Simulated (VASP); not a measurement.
# TiO2 (I4_1/amd) in VASP: notebook

Runs on TiO2. Level: r2SCAN. Tasks: single point.

Program: VASP 6.6.1. These are calculated values, not measurements. Logs are shortened: lines on timing, memory, paths and dates and some standing lists are left out, and cuts for length are marked.

## (1) The cell of the first run

Symmetry: I4_1/amd, No. 141, tetragonal system. The conventional cell has a = 3.891 Å, b = 3.891 Å, c = 9.226 Å, α = 90.00°, β = 90.00°, γ = 90.00°. Within 2.6 Å of Ti (site symmetry -4m2) lie 6 O at 1.95 to 1.98 Å. Within 2.6 Å of O (site symmetry 2mm) lie 3 Ti at 1.95 to 1.98 Å and 2 O at 2.52 Å.

## (2) Single point, r2SCAN (epitaxial xy strain +3.0%)

File POSCAR:

```
TiO2
1.0
   -1.9455657749      1.9455657749      4.6130474316
    1.9455657749     -1.9455657749      4.6130474316
    1.9455657749      1.9455657749     -4.6130474316
Ti O
2 4
Direct
    0.7500000000      0.2500000000      0.5000000000
    0.0000000000      0.0000000000      0.0000000000
    0.5381265920      0.0381265920      0.5000000000
    0.7881265920      0.7881265920      0.0000000000
    0.2118734080      0.2118734080      0.0000000000
    0.9618734080      0.4618734080      0.5000000000
```

File INCAR.step1:

```
SYSTEM = TiO2
PREC = Accurate
ENCUT = 520
ISMEAR = 0
SIGMA = 0.01
LREAL = .FALSE.
LASPH = .TRUE.
NELM = 100
NBANDS = 33
GGA = PE
ALGO = Normal
EDIFF = 1E-4
LWAVE = .TRUE.
LCHARG = .FALSE.
```

File INCAR.step2:

```
SYSTEM = TiO2
PREC = Accurate
ENCUT = 520
EDIFF = 1E-7
ISMEAR = 0
SIGMA = 0.01
LREAL = .FALSE.
LASPH = .TRUE.
NELM = 100
ALGO = Normal
ISIF = 2
LWAVE = .FALSE.
LCHARG = .FALSE.
METAGGA = R2SCAN
LMIXTAU = .TRUE.
NBANDS = 33
ISTART = 1
```

File KPOINTS:

```
regular mesh
0
G
  10 10 10
  0 0 0
```

Potentials or basis: VASP PAW PBE potentials, release 64 (Ti_sv, O).

Run with:

```console
$ cat potpaw_PBE.64/Ti_sv/POTCAR potpaw_PBE.64/O/POTCAR > POTCAR
$ cp INCAR.step1 INCAR
$ mpirun -np 1 vasp_std > vasp.out
$ cp INCAR.step2 INCAR
$ mpirun -np 1 vasp_std > vasp.out
```

OUTCAR:

```text
SYSTEM = TiO2
   PREC = Accurate
   ENCUT = 520
   EDIFF = 1E-7
   ISMEAR = 0
   LREAL = .FALSE.
   LASPH = .TRUE.
   NELM = 100
   ISIF = 2
   METAGGA = R2SCAN
   ISTART = 1

 ion  position               nearest neighbor table
   1  0.750  0.250  0.500-   3 1.95   6 1.95   5 1.98   4 1.98   4 1.98   5 1.98
   2  0.000  0.000  0.000-   4 1.95   5 1.95   3 1.98   6 1.98   3 1.98   6 1.98
   3  0.538  0.038  0.500-   1 1.95   2 1.98   2 1.98
   4  0.788  0.788  0.000-   2 1.95   1 1.98   1 1.98
   5  0.212  0.212  0.000-   2 1.95   1 1.98   1 1.98
   6  0.962  0.462  0.500-   1 1.95   2 1.98   2 1.98

  LATTYP: Found a body centered tetragonal cell.
 ALAT       =     3.8911315498
 C/A-ratio  =     2.3710570422

  Lattice vectors:

 A1 = (  -1.9455657749,   1.9455657749,   4.6130474316)
 A2 = (   1.9455657749,  -1.9455657749,   4.6130474316)
 A3 = (   1.9455657749,   1.9455657749,  -4.6130474316)

Analysis of symmetry for initial positions (statically):
=====================================================================
 Subroutine PRICEL returns:
 Original cell was already a primitive cell.

 Routine SETGRP: Setting up the symmetry group for a
 body centered tetragonal supercell.

 Subroutine GETGRP returns: Found 16 space group operations
 (whereof  8 operations were pure point group operations)
 out of a pool of 16 trial point group operations.

The static configuration has the point symmetry D_2d.
 The point group associated with its full space group is D_4h.

Analysis of symmetry for dynamics (positions and initial velocities):
=====================================================================
 Subroutine PRICEL returns:
 Original cell was already a primitive cell.

 Routine SETGRP: Setting up the symmetry group for a
 body centered tetragonal supercell.

 Subroutine GETGRP returns: Found 16 space group operations
 (whereof  8 operations were pure point group operations)
 out of a pool of 16 trial point group operations.

The dynamic configuration has the point symmetry D_2d.
 The point group associated with its full space group is D_4h.

 Subroutine INISYM returns: Found 16 space group operations
 (whereof  8 operations are pure point group operations),
 and found     1 'primitive' translations

----------------------------------------------------------------------------------------

                                     Primitive cell

[... 100 lines left out ...]
   EDIFFG = 0.1E-05   stopping-criterion for IOM
   NSW    =      0    number of steps for IOM
   IBRION =     -1    ionic relax: 0-MD 1-quasi-New 2-CG
   NFREE  =      0    steps in history (QN), initial steepest desc. (CG)
   ISIF   =      2    stress and relaxation
   ISYM   =      2    0-nonsym 1-usesym 2-fastsym
   POTIM  = 0.5000    time-step for ionic-motion
   TEBEG  =    0.0;   TEEND  =   0.0 temperature during run
   PSTRESS=    0.0 pullay stress
   NELECT =      48.0000    total number of electrons
   NUPDOWN=      -1.0000    fix difference up-down
   EMIN   =  10.00;   EMAX   =-10.00  energy-range for DOS
   EFERMI =   0.00;   METHOD = LEGACY
   ISMEAR =     0;   SIGMA  =   0.01  broadening in eV -4-tet -1-fermi 0-gaus
   EFERMI_NEDOS =   21; number of points for ismear=-14 and -15
   IALGO  =     38    algorithm
   IMIX   =      4    mixing-type and parameters
     AMIX     =   0.40;   BMIX     =  1.00
     AMIX_MAG =   1.60;   BMIX_MAG =  1.00
  volume/ion in A,a.u.               =      11.64        78.56
  Fermi-wavevector in a.u.,A,eV,Ry     =   1.444692  2.730072 28.397203  2.087136
  Thomas-Fermi vector in A             =   2.562958
   LORBIT       =      0    0 simple, 1 ext, 2 COOP (PROOUT), +10 PAW based schemes
   METAGGA = R2SCAN    functional components
   LHFCALC =     F    Hartree Fock is set to
   AEXX    =    0.0000 exact exchange contribution
   IVDW    =     0    specifies the selected vdW correction
   LEPSILON=     F    determine dielectric tensor
   LRPA    =     F    only Hartree local field effects (RPA)
 non-spin polarized calculation
 Gauss-broadening in eV      SIGMA  =   0.01
  energy-cutoff  :      520.00
  volume of cell :       69.85
 maximum number of plane-waves:      1901
   NGX = 19   NGY = 19   NGZ = 19

 number of electron      48.0000008 magnetization

 Free energy of the ion-electron system (eV)
  ---------------------------------------------------
  ext. energy  EPLUGINS =         0.00000000
  ---------------------------------------------------
  free energy    TOTEN  =       -69.76051751 eV

  energy without entropy =      -69.76051751  energy(sigma->0) =      -69.76051751

 E-fermi :   2.8938     XC(G=0): -11.3434

 val. band max:        2.7930608518   @ k =  -0.4000   0.4000   0.0000
 cond. band min:       5.1233150829   @ k =   0.0000   0.0000   0.0000
 fundamental gap:      2.3302542311
 Fermi energy:         2.8938229418

 k-point     1 :       0.0000    0.0000    0.0000
  band No.  band energies     occupation
      1     -55.9407      2.00000
      2     -55.8761      2.00000
      3     -31.3415      2.00000
      4     -31.0978      2.00000
      5     -31.0978      2.00000
      6     -31.0167      2.00000
[... 853 lines left out ...]
     32       9.6873      0.00000
     33      10.1538      0.00000

 [... further k-points ...]

------------------------ aborting loop because EDIFF is reached ----------------------------------------

  FORCE on cell =-STRESS in cart. coord.  units (eV):
  Direction    XX          YY          ZZ          XY          YZ          ZX
  --------------------------------------------------------------------------------------
  -------------------------------------------------------------------------------------
  Total       -3.5169768     -3.5169768      0.5582760      0.0000000      0.0000000      0.0000000
  in kB      -80.6752546    -80.6752546     12.8061861      0.0000000      0.0000000      0.0000000
  external PRESSURE =     -49.5147744 kB  Pullay stress =       0.0000000 kB

 VOLUME and BASIS-vectors are now :
 -----------------------------------------------------------------------------
  energy-cutoff  :      520.00
  volume of cell :       69.85
      direct lattice vectors                 reciprocal lattice vectors
    -1.945565775  1.945565775  4.613047432     0.000000000  0.256994652  0.108388220
     1.945565775 -1.945565775  4.613047432     0.256994652  0.000000000  0.108388220
     1.945565775  1.945565775 -4.613047432     0.256994652  0.256994652  0.000000000

 POSITION                                       TOTAL-FORCE (eV/Angst)
 -----------------------------------------------------------------------------------
      0.00000      1.94557      2.30652         0.000000      0.000000      0.000000
      0.00000      0.00000      0.00000         0.000000      0.000000      0.000000
      0.00000      1.94557      0.35176         0.000000     -0.000000     -0.050564
      0.00000      0.00000      7.27133        -0.000000      0.000000     -0.050564
      0.00000      0.00000      1.95476        -0.000000      0.000000      0.050564
      0.00000      1.94557      4.26129         0.000000     -0.000000      0.050564
 -----------------------------------------------------------------------------------
    total drift:                               -0.000000      0.000000     -0.000000

  FREE ENERGIE OF THE ION-ELECTRON SYSTEM (eV)
  ---------------------------------------------------
  free  energy   TOTEN  =       -69.7605175103 eV

  energy  without entropy=      -69.7605175103  energy(sigma->0) =      -69.76051751
```

Run time: 38 min. Hardware: 1 thread of Oxide Virtual Turin-like, shared host; peak memory 0.34 GiB.

Results:

| Item | Value |
| --- | --- |
| Free energy | -69.7605 eV |
| Pressure | -5.0 GPa |
| Largest force | 0.051 eV/Å |
| Band gap on the k mesh | 2.33 eV (least direct gap 2.74 eV) |

Forces on the atoms (eV/Å):
```
Ti   0.000  0.000  0.000
Ti   0.000  0.000  0.000
O    0.000  0.000 -0.051
O    0.000  0.000 -0.051
O    0.000  0.000  0.051
O    0.000  0.000  0.051
```

Stress tensor (GPa, compression positive):
```
-8.07  0.00  0.00
 0.00 -8.07  0.00
 0.00  0.00  1.28
```

Caveat: the cell differs from its parent crystal (epitaxial xy strain +3.0%); the stress differs along the axes, from -8 to 1 GPa; the PAW data sets were made with another functional, which shifts forces and pressure a little. A k mesh can miss the band edges.

## (3) Single point, r2SCAN (epitaxial xy strain +4.0%)

File POSCAR:

```
TiO2
1.0
   -1.9644547630      1.9644547630      4.5663733308
    1.9644547630     -1.9644547630      4.5663733308
    1.9644547630      1.9644547630     -4.5663733308
Ti O
2 4
Direct
    0.7500000000      0.2500000000      0.5000000000
    0.0000000000      0.0000000000      0.0000000000
    0.5369813371      0.0369813371      0.5000000000
    0.7869813371      0.7869813371      0.0000000000
    0.2130186629      0.2130186629      0.0000000000
    0.9630186629      0.4630186629      0.5000000000
```

File INCAR.step1:

```
SYSTEM = TiO2
PREC = Accurate ; ENCUT = 520
ISMEAR = 0 ; SIGMA = 0.01
LREAL = .FALSE. ; LASPH = .TRUE.
NELM = 80 ; NBANDS = 33
GGA = PE ; ALGO = Normal
EDIFF = 1E-4 ; LWAVE = .TRUE.
LCHARG = .FALSE.
```

File INCAR.step2:

```
SYSTEM = TiO2
PREC = Accurate ; ENCUT = 520
EDIFF = 1E-6 ; ISMEAR = 0
SIGMA = 0.01 ; LREAL = .FALSE.
LASPH = .TRUE. ; NELM = 80
ALGO = Normal ; ISIF = 2
LWAVE = .FALSE. ; LCHARG = .FALSE.
METAGGA = R2SCAN ; LMIXTAU = .TRUE.
NBANDS = 33 ; ISTART = 1
```

KPOINTS is that of step 2.

Potentials or basis: VASP PAW PBE potentials, release 64 (Ti_sv, O).

Run with:

```console
$ cat potpaw_PBE.64/Ti_sv/POTCAR potpaw_PBE.64/O/POTCAR > POTCAR
$ cp INCAR.step1 INCAR
$ mpirun -np 1 vasp_std > vasp.out
$ cp INCAR.step2 INCAR
$ mpirun -np 1 vasp_std > vasp.out
```

It took 27 min on 1 thread of Oxide Virtual Turin-like, shared host; peak memory 0.34 GiB.

The run converged. Its results:

```
Free energy            : -69.6770 eV
Pressure               : -6.9 GPa
Largest force          : 0.057 eV/Å
Band gap on the k mesh : 2.27 eV (least direct gap 2.70 eV)
```

Forces on the atoms (eV/Å):
```
Ti   0.000  0.000  0.000
Ti   0.000  0.000  0.000
O    0.000  0.000 -0.057
O    0.000  0.000 -0.057
O    0.000  0.000  0.057
O    0.000  0.000  0.057
```

Stress tensor (GPa, compression positive):
```
-11.04   0.00   0.00
  0.00 -11.04   0.00
  0.00   0.00   1.35
```

Levels at points of the mesh, in eV from the valence-band top:
```tsv
k point	band 20	band 21	band 22	band 23	band 24	band 25	band 26	band 27	band 28	band 29
(0.00, 0.00, 0.00)	-0.62	-0.62	-0.60	-0.52	-0.52	2.27	3.16	3.94	3.94	4.10
(0.50, 0.00, 0.00)	-1.99	-1.86	-0.91	-0.90	-0.53	3.38	3.57	3.79	3.97	4.39
(0.50, 0.50, 0.00)	-2.59	-1.97	-1.97	0.00	0.00	3.70	3.70	4.09	4.09	4.87
(0.50, 0.50, 0.50)	-1.27	-1.24	-1.24	-0.27	-0.27	2.70	2.70	4.01	4.01	4.10
```

Caveat: the cell differs from its parent crystal (epitaxial xy strain +4.0%); the stress differs along the axes, from -11 to 1 GPa; the PAW data sets were made with another functional, which shifts forces and pressure a little.
